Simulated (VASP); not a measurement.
# AlN (F-43m) in VASP: a series of runs

Runs on AlN. Level: PBEsol. Tasks: relaxation of cell and atoms.

Everything below comes from runs of VASP 6.6.1. Logs are shortened: lines on timing, memory, paths and dates and some standing lists are left out, and cuts for length are marked.

## 1. The cell of the first run

It takes space group F-43m (No. 216, cubic). Conventional cell: a = 4.368 Å, b = 4.368 Å, c = 4.368 Å, α = 90.00°, β = 90.00°, γ = 90.00°. Al (site symmetry -43m) has 4 N at 1.89 Å within 2.5 Å. Within 2.5 Å of N (site symmetry -43m) lie 4 Al at 1.89 Å.

## 2. Relaxation of cell and atoms, PBEsol, target pressure 20 GPa, at which the enthalpy is minimised

INCAR reads:

```
ALGO = Normal
EDIFF = 1E-6
EDIFFG = -0.005
ENCUT = 600
GGA = PS
IBRION = 2
ISIF = 3
ISMEAR = 0
LASPH = T
LCHARG = F
LREAL = F
LWAVE = F
NELM = 80
NSW = 80
PREC = Accurate
PSTRESS = 200.0
SIGMA = 0.01
```

KPOINTS reads:

```
k-points
0
Gamma
  8 8 8
```

POSCAR reads:

```
AlN
1.0
    0.0000000000      2.1839900000      2.1839900000
    2.1839900000      0.0000000000      2.1839900000
    2.1839900000      2.1839900000      0.0000000000
Al N
1 1
Direct
    0.0000000000      0.0000000000      0.0000000000
    0.7500000000      0.7500000000      0.7500000000
```

Potentials or basis: VASP PAW PBE potentials, release 64 (Al, N).

On the command line:

```sh
cat potpaw_PBE.64/Al/POTCAR potpaw_PBE.64/N/POTCAR > POTCAR
mpirun -np 1 vasp_std > vasp.out
```

OUTCAR:

```text
EDIFF = 1E-6
   EDIFFG = -0.005
   ENCUT = 600
   GGA = PS
   IBRION = 2
   ISIF = 3
   ISMEAR = 0
   LASPH = T
   LREAL = F
   NELM = 80
   NSW = 80
   PREC = Accurate
   PSTRESS = 200.0

 ion  position               nearest neighbor table
   1  0.000  0.000  0.000-   2 1.89   2 1.89   2 1.89   2 1.89
   2  0.750  0.750  0.750-   1 1.89   1 1.89   1 1.89   1 1.89

  LATTYP: Found a face centered cubic cell.
 ALAT       =     4.3679800000

  Lattice vectors:

 A1 = (   0.0000000000,   2.1839900000,   2.1839900000)
 A2 = (   2.1839900000,   0.0000000000,   2.1839900000)
 A3 = (   2.1839900000,   2.1839900000,   0.0000000000)

Analysis of symmetry for initial positions (statically):
=====================================================================
 Subroutine PRICEL returns:
 Original cell was already a primitive cell.

 Routine SETGRP: Setting up the symmetry group for a
 face centered cubic supercell.

 Subroutine GETGRP returns: Found 24 space group operations
 (whereof 24 operations were pure point group operations)
 out of a pool of 48 trial point group operations.

The static configuration has the point symmetry T_d .

Analysis of symmetry for dynamics (positions and initial velocities):
=====================================================================
 Subroutine PRICEL returns:
 Original cell was already a primitive cell.

 Routine SETGRP: Setting up the symmetry group for a
 face centered cubic supercell.

 Subroutine GETGRP returns: Found 24 space group operations
 (whereof 24 operations were pure point group operations)
 out of a pool of 48 trial point group operations.

The dynamic configuration has the point symmetry T_d .

 Subroutine INISYM returns: Found 24 space group operations
 (whereof 24 operations are pure point group operations),
 and found     1 'primitive' translations

----------------------------------------------------------------------------------------

                                     Primitive cell

  volume of cell :      20.8344

  direct lattice vectors                    reciprocal lattice vectors
     0.000000000  2.183990000  2.183990000    -0.228938777  0.228938777  0.228938777
     2.183990000  0.000000000  2.183990000     0.228938777 -0.228938777  0.228938777
     2.183990000  2.183990000  0.000000000     0.228938777  0.228938777 -0.228938777

  length of vectors
     3.088628278  3.088628278  3.088628278     0.396533594  0.396533594  0.396533594

  position of ions in fractional coordinates (direct lattice)
     0.000000000  0.000000000  0.000000000
     0.750000000  0.750000000  0.750000000

  ion indices of the primitive-cell ions
   primitive index   ion index
                 1           1
                 2           2

----------------------------------------------------------------------------------------

 KPOINTS: k-points

Automatic generation of k-mesh.
 Grid dimensions read from file:
 generate k-points for:    8    8    8

 Generating k-lattice:

  Cartesian coordinates                     Fractional coordinates (reciprocal lattice)
    -0.028617347  0.028617347  0.028617347     0.125000000  0.000000000  0.000000000
     0.028617347 -0.028617347  0.028617347     0.000000000  0.125000000  0.000000000
     0.028617347  0.028617347 -0.028617347     0.000000000  0.000000000  0.125000000

  Length of vectors
     0.049566699  0.049566699  0.049566699

  Shift w.r.t. Gamma in fractional coordinates (k-lattice)
     0.000000000  0.000000000  0.000000000

 Subroutine IBZKPT returns following result:
 ===========================================

 Found     29 irreducible k-points:

 Following reciprocal coordinates:
            Coordinates               Weight
  0.000000  0.000000  0.000000      1.000000
  0.125000  0.000000  0.000000      8.000000
  0.250000  0.000000  0.000000      8.000000
  0.375000  0.000000  0.000000      8.000000
  0.500000  0.000000  0.000000      4.000000
  0.125000  0.125000  0.000000      6.000000
[... 16 lines left out ...]
  0.500000  0.250000  0.125000     48.000000
 -0.375000  0.250000  0.125000     24.000000
 [... further k-points ...]
   k-points           NKPTS =     29   k-points in BZ     NKDIM =     29   number of bands    NBANDS=      8
   number of dos      NEDOS =    301   number of ions     NIONS =      2
   total plane-waves  NPLWV =  21952
   dimension x,y,z NGX =    28 NGY =   28 NGZ =   28
   dimension x,y,z NGXF=    56 NGYF=   56 NGZF=   56
   ions per type =               1   1
   NGX,Y,Z   is equivalent  to a cutoff of  15.07, 15.07, 15.07 a.u.
   NGXF,Y,Z  is equivalent  to a cutoff of  30.14, 30.14, 30.14 a.u.
 SYSTEM =  unknown system
   PREC   = accura    normal or accurate (medium, high low for compatibility)
   ISTART =      0    job   : 0-new  1-cont  2-samecut
   ICHARG =      2    charge: 1-file 2-atom 10-const
   ISPIN  =      1    spin polarized calculation?
   LNONCOLLINEAR =      F non collinear calculations
   LSORBIT =      F    spin-orbit coupling
   LASPH  =      T    aspherical Exc in radial PAW
   ENCUT  =  600.0 eV  44.10 Ry    6.64 a.u.   6.17  6.17  6.17*2*pi/ulx,y,z
   NELM   =     80;   NELMIN=  2; NELMDL= -5     # of ELM steps
   EDIFF  = 0.1E-05   stopping-criterion for ELM
   LREAL  =      F    real-space projection
   EDIFFG = -.5E-02   stopping-criterion for IOM
   NSW    =     80    number of steps for IOM
   IBRION =      2    ionic relax: 0-MD 1-quasi-New 2-CG
   NFREE  =      1    steps in history (QN), initial steepest desc. (CG)
   ISIF   =      3    stress and relaxation
   ISYM   =      2    0-nonsym 1-usesym 2-fastsym
   POTIM  = 0.5000    time-step for ionic-motion
   TEBEG  =    0.0;   TEEND  =   0.0 temperature during run
   PSTRESS=  200.0 pullay stress
   NELECT =       8.0000    total number of electrons
   NUPDOWN=      -1.0000    fix difference up-down
   EMIN   =  10.00;   EMAX   =-10.00  energy-range for DOS
   EFERMI =   0.00;   METHOD = LEGACY
   ISMEAR =     0;   SIGMA  =   0.01  broadening in eV -4-tet -1-fermi 0-gaus
   EFERMI_NEDOS =   21; number of points for ismear=-14 and -15
   IALGO  =     38    algorithm
   IMIX   =      4    mixing-type and parameters
     AMIX     =   0.40;   BMIX     =  1.00
     AMIX_MAG =   1.60;   BMIX_MAG =  1.00
  volume/ion in A,a.u.               =      10.42        70.30
  Fermi-wavevector in a.u.,A,eV,Ry     =   1.189901  2.248587 19.264006  1.415865
  Thomas-Fermi vector in A             =   2.325998
   LORBIT       =      0    0 simple, 1 ext, 2 COOP (PROOUT), +10 PAW based schemes
   GGA     = PS    functional components
   LHFCALC =     F    Hartree Fock is set to
   AEXX    =    0.0000 exact exchange contribution
   IVDW    =     0    specifies the selected vdW correction
   LEPSILON=     F    determine dielectric tensor
   LRPA    =     F    only Hartree local field effects (RPA)
 conjugate gradient relaxation of ions
 non-spin polarized calculation
 Gauss-broadening in eV      SIGMA  =   0.01
  energy-cutoff  :      600.00
  volume of cell :       20.83
 maximum number of plane-waves:       725
 NGX is ok and might be reduce to    28
   NGX = 13   NGY = 13   NGZ = 13

--------------------------------------- Ionic step        1  -------------------------------------------

 number of electron       7.9999999 magnetization

 Free energy of the ion-electron system (eV)
  ---------------------------------------------------
  ext. energy  EPLUGINS =         0.00000000
  ---------------------------------------------------
  free energy    TOTEN  =       -15.61224097 eV

  energy without entropy =      -15.61224097  energy(sigma->0) =      -15.61224097

------------------------ aborting loop because EDIFF is reached ----------------------------------------

  FORCE on cell =-STRESS in cart. coord.  units (eV):
  Direction    XX          YY          ZZ          XY          YZ          ZX
  --------------------------------------------------------------------------------------
  -------------------------------------------------------------------------------------
  Total        0.1569656      0.1569656      0.1569656      0.0000000     -0.0000000      0.0000000
  in kB       12.0707152     12.0707152     12.0707152      0.0000000     -0.0000000      0.0000000
  external PRESSURE =    -187.9292848 kB  Pullay stress =     200.0000000 kB
[... 99 lines left out ...]
  enthalpy is  TOTEN    =       -13.1089233852 eV   P V=        2.4101446508

--------------------------------------- Ionic step        4  -------------------------------------------

 number of electron       8.0000000 magnetization

 Free energy of the ion-electron system (eV)
  ---------------------------------------------------
  ext. energy  EPLUGINS =         0.00000000
  ---------------------------------------------------
  free energy    TOTEN  =       -15.51485436 eV

  energy without entropy =      -15.51485436  energy(sigma->0) =      -15.51485436

 E-fermi :   6.7719     XC(G=0): -11.4749

 val. band max:        6.6369730426   @ k =   0.0000   0.0000   0.0000
 cond. band min:       9.8566428299   @ k =   0.5000   0.5000   0.0000
 fundamental gap:      3.2196697873
 Fermi energy:         6.7719279448

 k-point     1 :       0.0000    0.0000    0.0000
  band No.  band energies     occupation
      1      -8.7897      2.00000
      2       6.6370      2.00000
      3       6.6370      2.00000
      4       6.6370      2.00000
      5      11.4757      0.00000
      6      19.8899      0.00000
      7      19.8899      0.00000
      8      19.8899      0.00000
[... 243 lines left out ...]
 k-point    24 :      -0.3750    0.2500    0.1250
  band No.  band energies     occupation
      1      -6.0994      2.00000
      2       1.1523      2.00000
      3       4.2984      2.00000
      4       5.4599      2.00000
      5      13.8779      0.00000
      6      16.4805      0.00000
      7      19.4450      0.00000
      8      20.0016      0.00000

 [... further k-points ...]

------------------------ aborting loop because EDIFF is reached ----------------------------------------

  FORCE on cell =-STRESS in cart. coord.  units (eV):
  Direction    XX          YY          ZZ          XY          YZ          ZX
  --------------------------------------------------------------------------------------
  -------------------------------------------------------------------------------------
  Total        2.3990833      2.3990833      2.3990833      0.0000000      0.0000000      0.0000000
  in kB      199.4361769    199.4361769    199.4361769      0.0000000      0.0000000      0.0000000
  external PRESSURE =      -0.5638231 kB  Pullay stress =     200.0000000 kB
[... 17 lines left out ...]
  FREE ENERGIE OF THE ION-ELECTRON SYSTEM (eV)
  ---------------------------------------------------
  free  energy   TOTEN  =       -15.5148543589 eV

  energy  without entropy=      -15.5148543589  energy(sigma->0) =      -15.51485436

  enthalpy is  TOTEN    =       -13.1089886345 eV   P V=        2.4058657244

 reached required accuracy - stopping structural energy minimisation
```

Wall time 8.7 s (1 thread of Intel Xeon 6975P-C (Granite Rapids), shared host); peak memory 0.16 GiB.

What came out:

- Free energy: -15.5149 eV
- Relaxed volume: 9.64 Å³/atom
- Relaxed cell: a = 3.009 Å, b = 3.009 Å, c = 3.009 Å, α = 60.00°, β = 60.00°, γ = 60.00°
- Space group after relaxing (to 0.05 Å): F-43m (No. 216)
- Energy change on relaxing (the enthalpy is what falls): +48.7 meV/atom
- Ionic steps: 4
- Pressure after relaxing: 19.9 GPa
- Band gap on the k mesh: 3.22 eV, indirect (least direct gap 4.84 eV)

The path:
| step | energy change (eV) | largest force (eV/Å) | pressure (GPa) | volume (Å³) |
| --- | --- | --- | --- | --- |
| 1 | 0.0000 | 0.0000 | 1.21 | 20.83 |
| 2 | 0.5273 | 0.0000 | 54.91 | 17.36 |
| 3 | 0.0932 | 0.0000 | 19.46 | 19.31 |
| 4 | 0.0974 | 0.0000 | 19.94 | 19.27 |

Final structure:
```
Al N
1.0
     0.00000    2.12801    2.12801
     2.12801    0.00000    2.12801
     2.12801    2.12801    0.00000
Al N
1 1
Direct
  0.00000 0.00000 0.00000
  0.75000 0.75000 0.75000
```

Levels at points of the mesh, in eV from the valence-band top:
```
           k point  band 2  band 3  band 4  band 5  band 6  band 7
(0.00, 0.00, 0.00)    0.00    0.00    0.00    4.84   13.25   13.25
(0.50, 0.00, 0.00)   -6.25   -0.49   -0.49    8.00   10.30   11.53
(0.50, 0.50, 0.00)   -5.20   -1.87   -1.87    3.22    8.95   14.98
```

Caveat: the cell is relaxed towards a set pressure, so the enthalpy falls and the energy may rise; the PAW data sets were made with another functional, which shifts forces and pressure a little. A k mesh can miss the band edges.

(Part 1 of 2 ends here.)
